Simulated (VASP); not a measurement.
Set up this calculation in VASP 6.6.1, as the native input.

| Quantity | Value |
| --- | --- |
| Task | single point |
| Functional | r2SCAN |
| Potentials or basis | VASP PAW PBE potentials, release 64 (Ga_d, As) |
| Cutoff | 550 eV |
| k mesh | 11 × 11 × 11 |
| Occupations | fermi-dirac, width 0.05 eV |
| Spin | no spin polarisation |
| Dipole correction | no |
| Further INCAR settings | ALGO = Normal; EDIFF = 1e-06; NBANDS = 16 |

Crystal: GaAs.

```
CELL_PARAMETERS angstrom
0.00000 2.82685 2.82685
2.82685 0.00000 2.82685
2.82685 2.82685 0.00000
ATOMIC_POSITIONS crystal
Ga 0.00000 0.00000 0.00000
As 0.75000 0.75000 0.75000
```

These files were run (other wordings do the same):

POSCAR

```
GaAs
1.0
    0.0000000000      2.8268500000      2.8268500000
    2.8268500000      0.0000000000      2.8268500000
    2.8268500000      2.8268500000      0.0000000000
Ga As
1 1
Direct
    0.0000000000      0.0000000000      0.0000000000
    0.7500000000      0.7500000000      0.7500000000
```

INCAR.step1

```
SYSTEM = GaAs
PREC = Accurate
ENCUT = 550
ISMEAR = -1
SIGMA = 0.05
LREAL = .FALSE.
LASPH = .TRUE.
NELM = 120
NBANDS = 16
GGA = PE
ALGO = Normal
EDIFF = 1E-5
LWAVE = .TRUE.
LCHARG = .FALSE.
GGA_COMPAT = .FALSE.
```

INCAR.step2

```
SYSTEM = GaAs
PREC = Accurate
ENCUT = 550
EDIFF = 1E-6
ISMEAR = -1
SIGMA = 0.05
LREAL = .FALSE.
LASPH = .TRUE.
NELM = 120
ALGO = Normal
ISIF = 2
LWAVE = .FALSE.
LCHARG = .FALSE.
METAGGA = R2SCAN
LMIXTAU = .TRUE.
NBANDS = 16
ISTART = 1
GGA_COMPAT = .FALSE.
```

KPOINTS

```
regular mesh
0
G
  11 11 11
  0 0 0
```

Potentials or basis: VASP PAW PBE potentials, release 64 (Ga_d, As).

Launch:

```console
$ cat potpaw_PBE.64/Ga_d/POTCAR potpaw_PBE.64/As/POTCAR > POTCAR
$ cp INCAR.step1 INCAR
$ mpirun -np 1 vasp_std > vasp.out
$ cp INCAR.step2 INCAR
$ mpirun -np 1 vasp_std > vasp.out
```

It gave:

```json
{
  "Pressure": "0.6 GPa",
  "Band gap on the k mesh": "1.00 eV, direct"
}
```

Caveat: the PAW data sets were made with another functional, which shifts forces and pressure a little.

Wall time 73 s on 1 thread of Intel(R) Xeon(R) 6975P-C (Granite Rapids), with other jobs on the host, peak memory 0.21 GiB.
